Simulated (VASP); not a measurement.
Write the native input for VASP 6.6.1 that does the following.

```
Task                   : single point
Functional             : PBE
Potentials or basis    : VASP PAW PBE potentials, release 64 (Sm, Ti_sv)
Cutoff                 : 520 eV
k mesh                 : 3 × 5 × 3
Occupations            : fermi-dirac, width 0.1 eV
Spin                   : collinear spin, ferromagnetic start
Starting moments       : [5.4, 5.4, 0.0, 0.0, 0.0, 0.0, 0.0, 0.0] μB
Dipole correction      : no
Further INCAR settings : ALGO = Normal; EDIFF = 1e-07; NBANDS = 66
```

The structure of SmTi3 lies in POSCAR:

```
SmTi3
1.0
   -4.0785007200      0.0000000000     -4.0785007200
    0.0000000000     -4.0785007200      0.0000000000
   -4.0785007200      0.0000000000      4.0785007200
Sm Ti
2 6
Direct
    0.0000000000      0.0000000000      0.0000000000
    0.5000000000      0.0000000000      0.5000000000
    0.7500000000      0.5000000000      0.2500000000
    0.2500000000      0.5000000000      0.7500000000
    0.0000000000      0.0000000000      0.5000000000
    0.5000000000      0.0000000000      0.0000000000
    0.7500000000      0.5000000000      0.7500000000
    0.2500000000      0.5000000000      0.2500000000
```

These files were run (other wordings do the same):

INCAR

```
ALGO = Normal
EDIFF = 1E-7
ENCUT = 520
GGA = PE
ISIF = 2
ISMEAR = -1
ISPIN = 2
LASPH = True
LCHARG = False
LMAXMIX = 6
LORBIT = 11
LREAL = False
LWAVE = False
MAGMOM = 5.4 5.4 0 0 0 0 0 0
NBANDS = 66
NELM = 150
PREC = Accurate
SIGMA = 0.1
```

KPOINTS

```
k-points
0
Gamma
  3 5 3
```

Potentials or basis: VASP PAW PBE potentials, release 64 (Sm, Ti_sv).

Command:

```sh
$ cat potpaw_PBE.64/Sm/POTCAR potpaw_PBE.64/Ti_sv/POTCAR > POTCAR
$ mpirun -np 1 vasp_std > vasp.out
```

Results of the run:

The pressure is 14.9 GPa. The net moment is 11.41 μB per cell. The site moments are Sm +5.38; Ti -0.02, -0.00 (each value once) μB and the valence electrons inside the program's atomic spheres are Sm 14.02; Ti 10.38.

Caveat: the k points lie up to 0.36 Å⁻¹ apart; the magnetic or orbital state may not be the lowest.

Run time: 17 min on 1 thread of Intel(R) Xeon(R) Platinum 8259CL CPU @ 2.50GHz (Skylake/Cascade Lake), on a shared host, peak memory 0.38 GiB.
